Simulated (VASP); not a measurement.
Set up this calculation in VASP 6.6.1, as the native input.

```yaml
Task: single point
Functional: HSE06
Potentials_or_basis: VASP PAW PBE potentials, release 64 (Na_pv)
Cutoff: 520 eV
k_mesh: 8 × 8 × 8
Occupations: gaussian, width 0.05 eV
Spin: no spin polarisation
Dipole_correction: no
Grid_for_exact_exchange_PRECFOCK: Normal
Further_INCAR_settings: ALGO = Normal; EDIFF = 1e-06; NBANDS = 10
Screening_parameter: 0.2079 1/Å
```

Crystal: Na.

```
Na
1.0
     0.00000    2.66255    2.66255
     2.66255    0.00000    2.66255
     2.66255    2.66255    0.00000
Na
1
Direct
  0.00000 0.00000 0.00000
```

One way to write it, as run:

POSCAR

```
Na
1.0
    0.0000000000      2.6625545313      2.6625545313
    2.6625545313      0.0000000000      2.6625545313
    2.6625545313      2.6625545313      0.0000000000
Na
1
Direct
    0.0000000000      0.0000000000      0.0000000000
```

INCAR.step1

```
ALGO = Normal
EDIFF = 1E-5
ENCUT = 520
GGA = PE
ISIF = 2
ISMEAR = 0
LASPH = True
LCHARG = False
LREAL = False
LWAVE = True
NBANDS = 10
NELM = 100
PREC = Accurate
SIGMA = 0.05
```

INCAR.step2

```
ALGO = Normal
EDIFF = 1E-6
ENCUT = 520
GGA = PE
HFSCREEN = 0.2079
ISIF = 2
ISMEAR = 0
ISTART = 1
LASPH = True
LCHARG = False
LHFCALC = True
LREAL = False
LWAVE = False
NBANDS = 10
NELM = 100
PREC = Accurate
PRECFOCK = Normal
SIGMA = 0.05
```

KPOINTS

```
k-points
0
Gamma
  8 8 8
```

Potentials or basis: VASP PAW PBE potentials, release 64 (Na_pv).

Launch:

```sh
$ cat potpaw_PBE.64/Na_pv/POTCAR > POTCAR
$ cp INCAR.step1 INCAR
$ mpirun -np 1 vasp_std > vasp.out
$ cp INCAR.step2 INCAR
$ mpirun -np 1 vasp_std > vasp.out
```

Results of the run:

```
Pressure : 0.0 GPa
```

Caveat: the PAW data sets were made with another functional, which shifts forces and pressure a little.

It took 9.8 min on 1 thread of Intel(R) Xeon(R) 6975P-C (Granite Rapids), on a shared host, peak memory 0.27 GiB.
